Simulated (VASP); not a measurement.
# Ge (Cmm2) in VASP: single point with PBEsol

Aim: the single point of Ge with PBEsol.

Everything below comes from runs of VASP 6.6.1. Logs are shortened: lines on timing, memory, paths and dates and some standing lists are left out, and cuts for length are marked.

### Step 1. The cell of the first run

The structure is orthorhombic, space group Cmm2 (No. 35). The conventional cell has a = 5.224 Å, b = 5.702 Å, c = 10.373 Å, α = 90.00°, β = 90.00°, γ = 90.00°. Within 3.5 Å of Ge (site symmetry mm2) lie 8 Ge at 2.66 to 3.02 Å. Within 3.5 Å of Ge (site symmetry mm2) lie 8 Ge at 2.66 to 3.12 Å. Ge (site symmetry mm2) has 8 Ge at 2.66 to 3.48 Å within 3.5 Å. Ge (site symmetry mm2) has 8 Ge at 2.66 to 3.02 Å within 3.5 Å. Ge (site symmetry m) has 8 Ge at 2.59 to 3.48 Å within 3.5 Å. Ge (site symmetry m) has 8 Ge at 2.59 to 3.11 Å within 3.4 Å.

### Step 2. Single point, PBEsol (the distance across one plane changed)

File INCAR:

```
SYSTEM = Ge
PREC = Accurate
ENCUT = 520
EDIFF = 1E-6
ISMEAR = 0
SIGMA = 0.15
LREAL = .False.
LASPH = .True.
NELM = 60
ALGO = Fast
ISIF = 2
LWAVE = .False.
LCHARG = .False.
GGA = PS
NBANDS = 66
```

File KPOINTS:

```
Automatic mesh
0
Gamma
  12 12 5
  0 0 0
```

File POSCAR:

```
Ge
1.0
   -2.6120665640     -2.8511133374      0.0000000000
    2.6120665640     -2.8511133374      0.0000000000
    0.0000000000      0.0000000000     10.3733758587
Ge
8
Direct
    0.0000000000      0.0000000000      0.3694575291
    0.5000000000      0.5000000000      0.8453573708
    0.0000000000      0.0000000000      0.7952597436
    0.5000000000      0.5000000000      0.3193599018
    0.2272617333      0.2272617333      0.1064587946
    0.7272617333      0.7272617333      0.5823586363
    0.7727382667      0.7727382667      0.1064587946
    0.2727382667      0.2727382667      0.5823586363
```

Potentials or basis: VASP PAW PBE potentials, release 64 (Ge_d).

The run is started by

```console
cat potpaw_PBE.64/Ge_d/POTCAR > POTCAR
mpirun -np 1 vasp_std > vasp.out
```

OUTCAR:

```text
SYSTEM = Ge
   PREC = Accurate
   ENCUT = 520
   EDIFF = 1E-6
   ISMEAR = 0
   LREAL = .False.
   LASPH = .True.
   NELM = 60
   ISIF = 2
   GGA = PS

 ion  position               nearest neighbor table
   1  0.000  0.000  0.369-   4 2.66   4 2.66   6 2.70   8 2.70   4 2.90   4 2.90
   2  0.500  0.500  0.845-   3 2.66   3 2.66   3 2.90   3 2.90
   3  0.000  0.000  0.795-   2 2.66   2 2.66   6 2.70   8 2.70   2 2.90   2 2.90
   4  0.500  0.500  0.319-   1 2.66   1 2.66   5 2.70   7 2.70   1 2.90   1 2.90
   5  0.227  0.227  0.106-   7 2.59   7 2.62   7 2.62   4 2.70
   6  0.727  0.727  0.582-   8 2.59   8 2.62   8 2.62   1 2.70   3 2.70
   7  0.773  0.773  0.106-   5 2.59   5 2.62   5 2.62   4 2.70
   8  0.273  0.273  0.582-   6 2.59   6 2.62   6 2.62   1 2.70   3 2.70

  LATTYP: Found a base centered orthorhombic cell.
 ALAT       =     5.2241331280
 B/A-ratio  =     1.0915163406
 C/A-ratio  =     1.9856645312

  Lattice vectors:

 A1 = (  -2.6120665640,   2.8511133374,   0.0000000000)
 A2 = (  -2.6120665640,  -2.8511133374,   0.0000000000)
 A3 = (   0.0000000000,   0.0000000000,  10.3733758587)

Analysis of symmetry for initial positions (statically):
=====================================================================
 Subroutine PRICEL returns:
 Original cell was already a primitive cell.

 Routine SETGRP: Setting up the symmetry group for a
 base centered orthorhombic supercell.

 Subroutine GETGRP returns: Found  4 space group operations
 (whereof  4 operations were pure point group operations)
 out of a pool of  8 trial point group operations.

The static configuration has the point symmetry C_2v.

Analysis of symmetry for dynamics (positions and initial velocities):
=====================================================================
 Subroutine PRICEL returns:
 Original cell was already a primitive cell.

 Routine SETGRP: Setting up the symmetry group for a
 base centered orthorhombic supercell.

 Subroutine GETGRP returns: Found  4 space group operations
 (whereof  4 operations were pure point group operations)
 out of a pool of  8 trial point group operations.

The dynamic configuration has the point symmetry C_2v.

 Subroutine INISYM returns: Found  4 space group operations
 (whereof  4 operations are pure point group operations),
 and found     1 'primitive' translations

----------------------------------------------------------------------------------------

                                     Primitive cell

  volume of cell :     154.5072

  direct lattice vectors                    reciprocal lattice vectors
    -2.612066564 -2.851113337  0.000000000    -0.191419318 -0.175370089  0.000000000
     2.612066564 -2.851113337  0.000000000     0.191419318 -0.175370089  0.000000000
     0.000000000  0.000000000 10.373375859     0.000000000  0.000000000  0.096400633

  length of vectors
     3.866747858  3.866747858 10.373375859     0.259607441  0.259607441  0.096400633

  position of ions in fractional coordinates (direct lattice)
     0.000000000  0.000000000  0.369457529
     0.500000000  0.500000000  0.845357371
     0.000000000  0.000000000  0.795259744
     0.500000000  0.500000000  0.319359902
     0.227261733  0.227261733  0.106458795
     0.727261733  0.727261733  0.582358636
     0.772738267  0.772738267  0.106458795
     0.272738267  0.272738267  0.582358636

  ion indices of the primitive-cell ions
   primitive index   ion index
                 1           1
                 2           2
                 3           3
                 4           4
                 5           5
                 6           6
                 7           7
                 8           8

----------------------------------------------------------------------------------------

 KPOINTS: Automatic mesh

Automatic generation of k-mesh.
 Grid dimensions read from file:
 generate k-points for:   12   12    5

 Generating k-lattice:

  Cartesian coordinates                     Fractional coordinates (reciprocal lattice)
    -0.015951610 -0.014614174  0.000000000     0.083333333  0.000000000  0.000000000
     0.015951610 -0.014614174  0.000000000     0.000000000  0.083333333  0.000000000
     0.000000000  0.000000000  0.019280127     0.000000000  0.000000000  0.200000000

  Length of vectors
     0.021633953  0.021633953  0.019280127

  Shift w.r.t. Gamma in fractional coordinates (k-lattice)
     0.000000000  0.000000000  0.000000000

 Subroutine IBZKPT returns following result:
 ===========================================

 Found    129 irreducible k-points:

 Following reciprocal coordinates:
            Coordinates               Weight
  0.000000  0.000000  0.000000      1.000000
  0.083333  0.000000  0.000000      4.000000
  0.166667  0.000000  0.000000      4.000000
  0.250000 -0.000000  0.000000      4.000000
  0.333333  0.000000  0.000000      4.000000
  0.416667  0.000000  0.000000      4.000000
[... 16 lines left out ...]
  0.500000  0.166667  0.000000      4.000000
 -0.416667  0.166667  0.000000      4.000000
 [... further k-points ...]
   k-points           NKPTS =    129   k-points in BZ     NKDIM =    129   number of bands    NBANDS=     66
   number of dos      NEDOS =    301   number of ions     NIONS =      8
   total plane-waves  NPLWV =  72000
   dimension x,y,z NGX =    30 NGY =   30 NGZ =   80
   dimension x,y,z NGXF=    60 NGYF=   60 NGZF=  160
   ions per type =               8
   NGX,Y,Z   is equivalent  to a cutoff of  12.90, 12.90, 12.82 a.u.
   NGXF,Y,Z  is equivalent  to a cutoff of  25.80, 25.80, 25.64 a.u.
 SYSTEM =  Ge
   PREC   = accura    normal or accurate (medium, high low for compatibility)
   ISTART =      0    job   : 0-new  1-cont  2-samecut
   ICHARG =      2    charge: 1-file 2-atom 10-const
   ISPIN  =      1    spin polarized calculation?
   LNONCOLLINEAR =      F non collinear calculations
   LSORBIT =      F    spin-orbit coupling
   LASPH  =      T    aspherical Exc in radial PAW
   ENCUT  =  520.0 eV  38.22 Ry    6.18 a.u.   7.19  7.19 19.29*2*pi/ulx,y,z
   NELM   =     60;   NELMIN=  2; NELMDL= -5     # of ELM steps
   EDIFF  = 0.1E-05   stopping-criterion for ELM
   LREAL  =      F    real-space projection
   EDIFFG = 0.1E-04   stopping-criterion for IOM
   NSW    =      0    number of steps for IOM
   IBRION =     -1    ionic relax: 0-MD 1-quasi-New 2-CG
   NFREE  =      0    steps in history (QN), initial steepest desc. (CG)
   ISIF   =      2    stress and relaxation
   ISYM   =      2    0-nonsym 1-usesym 2-fastsym
   POTIM  = 0.5000    time-step for ionic-motion
   TEBEG  =    0.0;   TEEND  =   0.0 temperature during run
   PSTRESS=    0.0 pullay stress
   NELECT =     112.0000    total number of electrons
   NUPDOWN=      -1.0000    fix difference up-down
   EMIN   =  10.00;   EMAX   =-10.00  energy-range for DOS
   EFERMI =   0.00;   METHOD = LEGACY
   ISMEAR =     0;   SIGMA  =   0.15  broadening in eV -4-tet -1-fermi 0-gaus
   EFERMI_NEDOS =   21; number of points for ismear=-14 and -15
   IALGO  =     68    algorithm
   IMIX   =      4    mixing-type and parameters
     AMIX     =   0.40;   BMIX     =  1.00
     AMIX_MAG =   1.60;   BMIX_MAG =  1.00
  volume/ion in A,a.u.               =      19.31       130.33
  Fermi-wavevector in a.u.,A,eV,Ry     =   1.470611  2.779052 29.425287  2.162698
  Thomas-Fermi vector in A             =   2.585847
   LORBIT       =      0    0 simple, 1 ext, 2 COOP (PROOUT), +10 PAW based schemes
   GGA     = PS    functional components
   LHFCALC =     F    Hartree Fock is set to
   AEXX    =    0.0000 exact exchange contribution
   IVDW    =     0    specifies the selected vdW correction
   LEPSILON=     F    determine dielectric tensor
   LRPA    =     F    only Hartree local field effects (RPA)
 non-spin polarized calculation
 RMM-DIIS sequential band-by-band and
 Gauss-broadening in eV      SIGMA  =   0.15
  energy-cutoff  :      520.00
  volume of cell :      154.51
 maximum number of plane-waves:      4184
 NGX is ok and might be reduce to    30
   NGX = 15   NGY = 15   NGZ = 39

 number of electron     112.0000034 magnetization

 Free energy of the ion-electron system (eV)
  ---------------------------------------------------
  ext. energy  EPLUGINS =         0.00000000
  ---------------------------------------------------
  free energy    TOTEN  =       -37.80432142 eV

  energy without entropy =      -37.76707978  energy(sigma->0) =      -37.78570060

 E-fermi :   6.2092     XC(G=0): -11.2405

 val. band max:        6.2008047209   @ k =   0.2500  -0.0000   0.2000
 cond. band min:       6.2093183647   @ k =   0.4167   0.2500   0.2000
 fundamental gap:      0.0085136438
 Fermi energy:         6.2091895564

 k-point     1 :       0.0000    0.0000    0.0000
  band No.  band energies     occupation
      1     -18.4875      2.00000
      2     -18.4564      2.00000
      3     -18.4441      2.00000
      4     -18.4318      2.00000
      5     -18.3929      2.00000
      6     -18.3897      2.00000
[... 58 lines left out ...]
     65      11.1233      0.00000
     66      11.6764      0.00000

 k-point     2 :       0.0833    0.0000    0.0000
  band No.  band energies     occupation
      1     -18.4832      2.00000
      2     -18.4526      2.00000
      3     -18.4410      2.00000
      4     -18.4291      2.00000
      5     -18.3961      2.00000
      6     -18.3905      2.00000
[... 58 lines left out ...]
     65      11.1518      0.00000
     66      12.1622      0.00000

 k-point     3 :       0.1667    0.0000    0.0000
  band No.  band energies     occupation
      1     -18.4705      2.00000
      2     -18.4420      2.00000
      3     -18.4311      2.00000
      4     -18.4213      2.00000
      5     -18.4011      2.00000
      6     -18.3898      2.00000
[... 1438 lines left out ...]
     65      10.5618      0.00000
     66      11.0073      0.00000

 k-point    24 :      -0.4167    0.1667    0.0000
  band No.  band energies     occupation
      1     -18.4174      2.00000
      2     -18.4088      2.00000
      3     -18.4055      2.00000
      4     -18.3811      2.00000
      5     -18.3802      2.00000
      6     -18.3734      2.00000
[... 58 lines left out ...]
     65      10.6727      0.00000
     66      10.9847      0.00000

 [... further k-points ...]

------------------------ aborting loop because EDIFF is reached ----------------------------------------

  FORCE on cell =-STRESS in cart. coord.  units (eV):
  Direction    XX          YY          ZZ          XY          YZ          ZX
  --------------------------------------------------------------------------------------
  -------------------------------------------------------------------------------------
  Total       -0.9165543     -1.6178084     -3.3619729      0.0000000      0.0000000      0.0000000
  in kB       -9.5042961    -16.7760164    -34.8622943      0.0000000      0.0000000      0.0000000
  external PRESSURE =     -20.3808689 kB  Pullay stress =       0.0000000 kB

 VOLUME and BASIS-vectors are now :
 -----------------------------------------------------------------------------
  energy-cutoff  :      520.00
  volume of cell :      154.51
      direct lattice vectors                 reciprocal lattice vectors
    -2.612066564 -2.851113337  0.000000000    -0.191419318 -0.175370089  0.000000000
     2.612066564 -2.851113337  0.000000000     0.191419318 -0.175370089  0.000000000
     0.000000000  0.000000000 10.373375859     0.000000000  0.000000000  0.096400633

 POSITION                                       TOTAL-FORCE (eV/Angst)
 -----------------------------------------------------------------------------------
      0.00000      0.00000      3.83252         0.000000      0.000000     -0.254474
      0.00000     -2.85111      8.76921         0.000000      0.000000      0.500644
      0.00000      0.00000      8.24953         0.000000      0.000000      0.211744
      0.00000     -2.85111      3.31284         0.000000      0.000000     -0.120354
      0.00000     -1.29590      1.10434         0.000000     -0.089506     -0.298154
      0.00000     -4.14701      6.04103         0.000000     -0.004281      0.129374
      0.00000     -4.40633      1.10434         0.000000      0.089506     -0.298154
      0.00000     -1.55522      6.04103         0.000000      0.004281      0.129374
 -----------------------------------------------------------------------------------
    total drift:                                0.000000      0.000000     -0.004739

  FREE ENERGIE OF THE ION-ELECTRON SYSTEM (eV)
  ---------------------------------------------------
  free  energy   TOTEN  =       -37.8043214181 eV

  energy  without entropy=      -37.7670797780  energy(sigma->0) =      -37.78570060
```

It took 35 min on 1 thread of Oxide Virtual Turin-like, shared host; peak memory 0.82 GiB.

Results:

| Quantity | Value |
| --- | --- |
| Free energy | -37.8043 eV |
| Pressure | -2.0 GPa |
| Largest force | 0.501 eV/Å |
| Band gap on the k mesh | zero (bands 56 and 57 overlap by 3.43 eV) |

Forces on the atoms (eV/Å):
```
Ge   0.000  0.000 -0.254
Ge   0.000  0.000  0.501
Ge   0.000  0.000  0.212
Ge   0.000  0.000 -0.120
Ge   0.000 -0.090 -0.298
Ge   0.000 -0.004  0.129
Ge   0.000  0.090 -0.298
Ge   0.000  0.004  0.129
```

Caveat: the cell differs from its parent crystal (the distance across one plane changed); the PAW data sets were made with another functional, which shifts forces and pressure a little.
